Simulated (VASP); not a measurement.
Set up this calculation in VASP 6.6.1, as the native input.

```
Task                   : single point
Functional             : PBE
Potentials or basis    : VASP PAW PBE potentials, release 64 (Fe, Mg)
Cutoff                 : 520 eV
k mesh                 : 5 × 5 × 6
Occupations            : fermi-dirac, width 0.05 eV
Spin                   : collinear spin, ferromagnetic start
Starting moments       : [3.0, 0.0, 0.0, 0.0, 0.0, 0.0, 0.0, 0.0] μB
Dipole correction      : no
Further INCAR settings : ALGO = Normal; EDIFF = 1e-07; NBANDS = 25
```

The structure of Mg7Fe lies in POSCAR:

```
Mg7Fe
1.0
    6.2108484725      0.0000000000      0.0000000000
   -3.1054242363      5.3787525562      0.0000000000
    0.0000000000      0.0000000000      4.9734911053
Fe Mg
1 7
Direct
    0.0000000000      0.0000000000      0.0000000000
    0.3333333333      0.6666666667      0.5000000000
    0.8431255000      0.6862510000      0.5000000000
    0.8431255000      0.1568745000      0.5000000000
    0.3137490000      0.1568745000      0.5000000000
    0.9992970000      0.4996485000      0.0000000000
    0.5003515000      0.4996485000      0.0000000000
    0.5003515000      0.0007030000      0.0000000000
```

These files were run (other wordings do the same):

INCAR

```
SYSTEM = Mg7Fe
PREC = Accurate
ENCUT = 520
EDIFF = 1E-7
ISMEAR = -1
SIGMA = 0.05
LREAL = .FALSE.
LASPH = .TRUE.
NELM = 150
ALGO = Normal
ISIF = 2
LWAVE = .FALSE.
LCHARG = .TRUE.
ISPIN = 2
MAGMOM = 3 0 0 0 0 0 0 0
LORBIT = 11
LMAXMIX = 4
GGA = PE
LELF = .TRUE.
LVHAR = .TRUE.
NBANDS = 25
```

KPOINTS

```
regular mesh
0
G
  5 5 6
  0 0 0
```

Potentials or basis: VASP PAW PBE potentials, release 64 (Fe, Mg).

Run with:

```console
$ cat potpaw_PBE.64/Fe/POTCAR potpaw_PBE.64/Mg/POTCAR > POTCAR
$ mpirun -np 1 vasp_std > vasp.out
```

Results of the run:

- Pressure: -0.3 GPa
- Largest force: 0.125 eV/Å
- Net moment: 2.45 μB per cell
- Site moments: Fe +2.68; Mg +0.01, -0.01 (each value once) μB
- Valence electrons inside the program's atomic spheres: Fe 6.74; Mg 0.37, 0.36 (each value once)

Wall time 3.5 min on 1 thread of Intel(R) Xeon(R) 6975P-C (Granite Rapids), on a shared host, peak memory 0.42 GiB.
